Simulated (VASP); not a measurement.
# NaMo18S36 (a cell with a defect) in VASP: a series of runs, part 3 of 3

VASP 6.6.1.

### Step 4. Single point, PBE

File INCAR:

```
SYSTEM = NaMo18S36
PREC = Accurate
ENCUT = 520
EDIFF = 1E-6
ISMEAR = -1
SIGMA = 0.01
LREAL = Auto
LASPH = .True.
NELM = 80
ALGO = Normal
ISIF = 2
LWAVE = .False.
LCHARG = .False.
GGA = PE
NELECT = 474.0
NBANDS = 270
```

File KPOINTS:

```
regular mesh
0
Gamma
  1 1 1
  0 0 0
```

File POSCAR:

```
NaMo18S36
1.0
    9.3669868000      0.0000000800      0.0000000000
   -4.6834934700      8.1120484800      0.0000000000
    0.0000000000      0.0000000000     12.0827026900
Mo S Na
18 36 1
Direct
    0.2227388863      0.1110137574      0.2539096656
    0.1114722950      0.2225734961      0.7457656810
    0.2195847380      0.4429170993      0.2580491369
    0.1114519059      0.5555747111      0.7457614601
    0.2227704047      0.7780285088      0.2539098312
    0.1146792684      0.8906710812      0.7416402795
    0.5557555332      0.1110728021      0.2539125623
    0.4434001609      0.2194083244      0.7415883044
    0.5554003927      0.4433534839      0.2557609071
    0.4437007764      0.5551839311      0.7439277644
    0.5553771800      0.7784449231      0.2557508928
    0.4433747854      0.8906178239      0.7416726398
    0.8908290391      0.1142157781      0.2580115625
    0.7784473933      0.2225877893      0.7457593910
    0.8908526530      0.4429501300      0.2580753727
    0.7788590894      0.5552421129      0.7439174190
    0.8905037943      0.7784036232      0.2557378990
    0.7788363678      0.8903400856      0.7439471309
    0.2213485944      0.1126674704      0.6136767733
    0.1128122835      0.2208979637      0.3859791240
    0.2237529874      0.1103907335      0.8731219555
    0.1105551814      0.2232243798      0.1265222723
    0.2215195468      0.4441105093      0.6163177388
    0.1129106666      0.5582492514      0.3859958421
    0.2232411752      0.4449678760      0.8750658914
    0.1105356316      0.5535551226      0.1265860825
    0.2214031572      0.7753789931      0.6137068990
    0.1126527451      0.8894520304      0.3833460211
    0.2236737677      0.7799987879      0.8731665647
    0.1109626854      0.8886093333      0.1246133451
    0.5586691434      0.1126318411      0.6136944846
    0.4443165855      0.2212014596      0.3833752364
    0.5540254033      0.1103658290      0.8731278316
    0.4451575451      0.2228959761      0.1246312219
    0.5560912002      0.4447675534      0.6147504570
    0.4449204051      0.5556321533      0.3849136339
    0.5508359193      0.4342815461      0.8687332023
    0.4344977899      0.5504382742      0.1308881829
    0.5560495092      0.7779806754      0.6147739616
    0.4443113307      0.8895390581      0.3833739122
    0.5508452022      0.7831352305      0.8688009024
    0.4451771476      0.8886786096      0.1246222007
    0.8899418841      0.1125153444      0.6163271737
    0.7755114754      0.2208750283      0.3859848347
    0.8890670086      0.1108213210      0.8750605118
    0.7801962477      0.2232969813      0.1265274036
    0.8899260140      0.4441464986      0.6163154214
    0.7781946835      0.5556246303      0.3849237310
    0.8890347760      0.4449836484      0.8750543046
    0.7834273204      0.5504093015      0.1309222813
    0.8893422324      0.7780516776      0.6147630369
    0.7782068865      0.8889203455      0.3849068474
    0.8997581375      0.7832545557      0.8687654798
    0.7833426564      0.8992629858      0.1308977834
    0.6671668119      0.6666538002     -0.0001723952
```

Potentials or basis: VASP PAW PBE potentials, release 64 (Mo_sv, S, Na_pv).

Launch:

```console
cat potpaw_PBE.64/Mo_sv/POTCAR potpaw_PBE.64/S/POTCAR potpaw_PBE.64/Na_pv/POTCAR > POTCAR
mpirun -np 1 vasp_gam > vasp.out
```

OUTCAR:

```text
SYSTEM = NaMo18S36
   PREC = Accurate
   ENCUT = 520
   EDIFF = 1E-6
   ISMEAR = -1
   LREAL = Auto
   LASPH = .True.
   NELM = 80
   ISIF = 2
   GGA = PE
   NELECT = 474.0

 ion  position               nearest neighbor table
   1  0.223  0.111  0.254-  28 2.38  32 2.38  22 2.38  34 2.39  30 2.39  20 2.39  17 3.11   9 3.11
                             7 3.12   5 3.12   3 3.12  13 3.12
   2  0.111  0.223  0.746-  43 2.38  23 2.38  21 2.38  25 2.39  45 2.39  19 2.39  10 3.11  18 3.11
                             4 3.12  14 3.12   6 3.12   8 3.12
   3  0.220  0.443  0.258-  38 2.32  20 2.37  24 2.37  36 2.39  26 2.39  22 2.39  13 3.08  15 3.08
                             1 3.12   5 3.12   9 3.14  11 3.14
   4  0.111  0.556  0.746-  47 2.38  23 2.38  29 2.38  25 2.39  49 2.39  27 2.39  16 3.11  10 3.11
                            14 3.12   2 3.12  12 3.12   6 3.12
   5  0.223  0.778  0.254-  28 2.38  40 2.38  26 2.38  30 2.39  42 2.39  24 2.39  11 3.11  17 3.11
                             1 3.12   7 3.12  15 3.12   3 3.12
   6  0.115  0.891  0.742-  53 2.32  27 2.37  19 2.37  51 2.39  21 2.39  29 2.39  12 3.08   8 3.08
                             4 3.12   2 3.12  16 3.14  18 3.14
   7  0.556  0.111  0.254-  40 2.38  32 2.38  46 2.38  42 2.39  34 2.39  44 2.39  11 3.11   9 3.11
                             1 3.12   5 3.12  15 3.12  13 3.12
[... 583 lines left out ...]
    249       9.8625      0.00000
 [bands above 249 left out]

------------------------ aborting loop because EDIFF is reached ----------------------------------------

  FORCE on cell =-STRESS in cart. coord.  units (eV):
  Direction    XX          YY          ZZ          XY          YZ          ZX
  --------------------------------------------------------------------------------------
  -------------------------------------------------------------------------------------
  Total       42.7081390     42.7074510     39.0197989     -0.0057902      0.0011786      0.0144825
  in kB       74.5292401     74.5280395     68.0927810     -0.0101044      0.0020568      0.0252732
  external PRESSURE =      72.3833535 kB  Pullay stress =       0.0000000 kB

 VOLUME and BASIS-vectors are now :
 -----------------------------------------------------------------------------
  energy-cutoff  :      520.00
  volume of cell :      918.11
      direct lattice vectors                 reciprocal lattice vectors
     9.366986800  0.000000080  0.000000000     0.106757917  0.061636713  0.000000000
    -4.683493470  8.112048480  0.000000000    -0.000000001  0.123273424  0.000000000
     0.000000000  0.000000000 12.082702690     0.000000000  0.000000000  0.082762940

 POSITION                                       TOTAL-FORCE (eV/Angst)
 -----------------------------------------------------------------------------------
      1.56646      0.90055      3.06791         0.000132      0.004543      0.011718
      0.00174      1.80553      9.01086         0.001684     -0.000151     -0.007586
     -0.01755      3.59296      3.11793        -0.006703     -0.003142     -0.011225
     -1.55806      4.50685      9.01081         0.001106      0.003241     -0.004347
     -1.55720      6.31141      3.06792        -0.000101     -0.000662      0.010219
     -3.09725      7.22517      8.96102         0.005528      0.006209      0.008347
[... 47 lines left out ...]
      3.12587      7.29486      1.58160         0.000460      0.017767      0.033377
      3.12707      5.40793     12.08062        -0.002674      0.004131      0.001081
 -----------------------------------------------------------------------------------
    total drift:                               -0.003890      0.002043      0.001597

  FREE ENERGIE OF THE ION-ELECTRON SYSTEM (eV)
  ---------------------------------------------------
  free  energy   TOTEN  =      -400.2740897191 eV

  energy  without entropy=     -400.2740897191  energy(sigma->0) =     -400.27408972
```

stdout:

```text
POSCAR found type information on POSCAR MoS Na
 POSCAR found :  3 types and      55 ions
 scaLAPACK will be used
 LDA part: xc-table for (Slater+PW92), standard interpolation
 POSCAR, INCAR and KPOINTS ok, starting setup
 FFT: planning ... GRIDC
 FFT: planning ... GRID_SOFT
 FFT: planning ... GRID
 WAVECAR not read
 entering main loop
 the old and the new charge density differ
 old charge density:   475.00000 new  474.00000
    0.110E+02
```

Run time: 8.4 min. Hardware: 1 thread of AMD EPYC 7R43 (Zen 3), shared host; peak memory 0.85 GiB.

Results:

- Free energy: -400.2741 eV
- Largest force: 0.038 eV/Å

Forces on the atoms (eV/Å):
```
Mo   0.000  0.005  0.012
Mo   0.002  0.000 -0.008
Mo  -0.007 -0.003 -0.011
Mo   0.001  0.003 -0.004
Mo   0.000 -0.001  0.010
Mo   0.006  0.006  0.008
Mo   0.001  0.002  0.009
Mo  -0.001 -0.014  0.013
Mo   0.003  0.001 -0.004
Mo   0.006  0.002 -0.001
Mo   0.006 -0.005  0.001
Mo  -0.007  0.008  0.006
Mo   0.003  0.009 -0.008
Mo   0.002 -0.001 -0.008
Mo   0.010 -0.008 -0.011
Mo  -0.003  0.002  0.001
Mo  -0.005 -0.001  0.002
Mo   0.003 -0.005 -0.002
S    0.003 -0.002  0.017
S   -0.002  0.001 -0.018
S    0.000 -0.005 -0.017
S   -0.007  0.001  0.019
S    0.007  0.003  0.016
S   -0.003 -0.006 -0.015
S   -0.003 -0.001 -0.016
S   -0.002 -0.002  0.014
S    0.002  0.004  0.016
S   -0.006  0.002 -0.015
S    0.001  0.000 -0.020
S    0.000  0.003  0.012
S   -0.004 -0.004  0.014
S    0.000  0.001 -0.020
S   -0.004 -0.003 -0.018
S    0.002 -0.004  0.015
S   -0.003  0.002  0.017
S    0.000  0.003 -0.017
S    0.000 -0.016 -0.031
S   -0.012 -0.006  0.033
S    0.001  0.000  0.017
S    0.002  0.000 -0.019
S   -0.014  0.008 -0.030
S   -0.004  0.000  0.011
S    0.000 -0.007  0.017
S    0.005  0.009 -0.015
S    0.004 -0.001 -0.013
S    0.000 -0.002  0.021
S   -0.002  0.001  0.015
S   -0.003  0.003 -0.017
S    0.003 -0.001 -0.012
S    0.011 -0.011  0.032
S   -0.001  0.001  0.020
S    0.001 -0.002 -0.020
S    0.012  0.008 -0.032
S    0.000  0.018  0.033
Na  -0.003  0.004  0.001
```

Caveat: the k points lie up to 0.77 Å⁻¹ apart; the cell carries a net charge on a neutralising background, which shifts energy and pressure; the cell is charged against a uniform background, so pressure and absolute levels hang on convention.

### Step 5. Single point, PBE

File INCAR:

```
PREC     = Accurate       # precision mode
ENCUT    = 520            # plane-wave cutoff, eV
EDIFF    = 1E-6           # SCF threshold, eV
ISMEAR   = -1             # smearing method
SIGMA    = 0.01           # smearing width, eV
LREAL    = Auto         
LASPH    = True           # aspherical terms in the spheres
NELM     = 80             # most SCF steps
ALGO     = Normal         # electronic algorithm
ISIF     = 2              # what is computed and relaxed
LWAVE    = False          # write WAVECAR
LCHARG   = False          # write CHGCAR
GGA      = PE             # functional
NELECT   = 474.0        
NBANDS   = 270            # bands
```

File KPOINTS:

```
regular mesh
0
Gamma
  1 1 1
```

File POSCAR:

```
NaMo18S36
1.0
    9.3669868000      0.0000000800      0.0000000000
   -4.6834934700      8.1120484800      0.0000000000
    0.0000000000      0.0000000000     12.0827026900
Mo S Na
18 36 1
Direct
    0.2224529967      0.1104473160      0.2557968262
    0.1107907081      0.2221871572      0.7438829069
    0.2224538783      0.4455382621      0.2557951709
    0.1103874728      0.5576632095      0.7416415209
    0.2228706000      0.7782030640      0.2540288443
    0.1103920074      0.8863023944      0.7416362241
    0.5579466829      0.1100655349      0.2580485575
    0.4458803662      0.2221750731      0.7438866312
    0.5575567706      0.4455492302      0.2557875567
    0.4458797184      0.5572830310      0.7438823275
    0.5579478303      0.7814239487      0.2580466540
    0.4454863906      0.8895283333      0.7456392192
    0.8865790666      0.1100610939      0.2580368052
    0.7785266304      0.2225713939      0.7456482404
    0.8898101205      0.4451575872      0.2540332307
    0.7817486316      0.5576602443      0.7416304307
    0.8898143527      0.7781956610      0.2540367895
    0.7785346032      0.8895270973      0.7456498129
    0.2230747949      0.1116655040      0.6147468982
    0.1119398540      0.2227410247      0.3849344902
    0.2178552583      0.1012708423      0.8686867723
    0.1015696528      0.2175582402      0.1309925470
    0.2230708890      0.4449813128      0.6147456567
    0.1114134509      0.5566023184      0.3834408674
    0.2178724124      0.4501575640      0.8686865240
    0.1121997777      0.5558070815      0.1247079431
    0.2256105248      0.7795885340      0.6136387851
    0.1114143349      0.8883481169      0.3834445090
    0.2211093003      0.7773391638      0.8731005199
    0.1121962919      0.8899363717      0.1247073638
    0.5569303077      0.1111343155      0.6162348931
    0.4452692398      0.2227553212      0.3849368075
    0.5561196857      0.1119087192      0.8749735280
    0.4504533471      0.2175398690      0.1309922987
    0.5563854437      0.4449734200      0.6147410220
    0.4452655218      0.5560572000      0.3849331660
    0.5667705111      0.4501733395      0.8686852825
    0.4504476439      0.5664630796      0.1309906435
    0.5569380342      0.7793772400      0.6162328240
    0.4427214257      0.8881284403      0.3860411962
    0.5561247101      0.7777868896      0.8749725348
    0.4472500723      0.8904046841      0.1265758199
    0.8886853879      0.1111262995      0.6162393623
    0.7798901509      0.2252911755      0.3860390444
    0.8902668151      0.1119187011      0.8749703830
    0.7776206934      0.2207802311      0.1265761510
    0.8884682859      0.4424316420      0.6136406887
    0.7796452939      0.5565909707      0.3834425227
    0.8907034479      0.4469493664      0.8731034166
    0.7780632011      0.5558085543      0.1247022325
    0.8884675058      0.7796014711      0.6136398611
    0.7798816861      0.8881375593      0.3860402858
    0.8907042853      0.7773151189      0.8731025062
    0.7776243420      0.8903870527      0.1265780545
    0.3341670195      0.3338619068     -0.0001554288
```

Launch:

```console
cat potpaw_PBE.64/Mo_sv/POTCAR potpaw_PBE.64/S/POTCAR potpaw_PBE.64/Na_pv/POTCAR > POTCAR
mpirun -np 1 vasp_gam > vasp.out
```

Run time: 10 min. Hardware: 1 thread of Oxide Virtual Turin-like, shared host; peak memory 0.86 GiB.

The run converged. Its results:

* Free energy: -400.2743 eV
* Largest force: 0.025 eV/Å

Forces on the atoms (eV/Å):
```
Mo   0.002  0.001  0.002
Mo  -0.001 -0.002 -0.002
Mo  -0.001  0.002  0.003
Mo   0.003 -0.002 -0.003
Mo  -0.003 -0.001  0.000
Mo   0.000 -0.001 -0.002
Mo   0.000  0.001  0.001
Mo  -0.002 -0.001 -0.002
Mo  -0.001  0.000  0.003
Mo  -0.001 -0.002 -0.002
Mo   0.000  0.000  0.001
Mo   0.000  0.000 -0.001
Mo   0.003  0.001  0.002
Mo   0.000 -0.001  0.000
Mo  -0.001  0.001  0.000
Mo   0.000 -0.002 -0.002
Mo   0.000 -0.001  0.000
Mo  -0.002 -0.001  0.000
S    0.000  0.000  0.017
S    0.001 -0.002 -0.018
S    0.002 -0.010 -0.020
S   -0.010 -0.008  0.021
S   -0.001  0.000  0.015
S   -0.002  0.000 -0.017
S   -0.010  0.009 -0.018
S    0.000  0.000  0.013
S   -0.001 -0.001  0.015
S   -0.002  0.003 -0.017
S    0.001  0.001 -0.013
S   -0.001  0.000  0.015
S    0.000 -0.002  0.017
S    0.000 -0.001 -0.016
S    0.003  0.001 -0.014
S    0.010 -0.004  0.019
S   -0.001  0.001  0.017
S    0.000 -0.001 -0.017
S    0.011  0.004 -0.019
S    0.000  0.009  0.020
S    0.001 -0.001  0.017
S    0.001  0.001 -0.015
S    0.000  0.002 -0.017
S    0.000  0.000  0.015
S    0.004 -0.001  0.018
S   -0.002 -0.001 -0.015
S    0.002  0.000 -0.015
S    0.001  0.001  0.014
S   -0.002  0.001  0.015
S   -0.001  0.000 -0.017
S    0.002  0.002 -0.014
S    0.001  0.000  0.017
S    0.001  0.000  0.018
S   -0.001  0.000 -0.017
S    0.001  0.002 -0.015
S    0.000  0.001  0.015
Na   0.001  0.000 -0.001
```

Levels at points of the mesh, in eV from the Fermi level:
```
           k point  band 233  band 234  band 235  band 236  band 237  band 238  band 239  band 240  band 241  band 242
(0.00, 0.00, 0.00)     -1.18     -1.13     -0.98     -0.91     -0.36      0.78      0.78      0.79      0.79      1.01
```

Caveat: the k points lie up to 0.77 Å⁻¹ apart; the cell carries a net charge on a neutralising background, which shifts energy and pressure; the cell is charged against a uniform background, so pressure and absolute levels hang on convention.
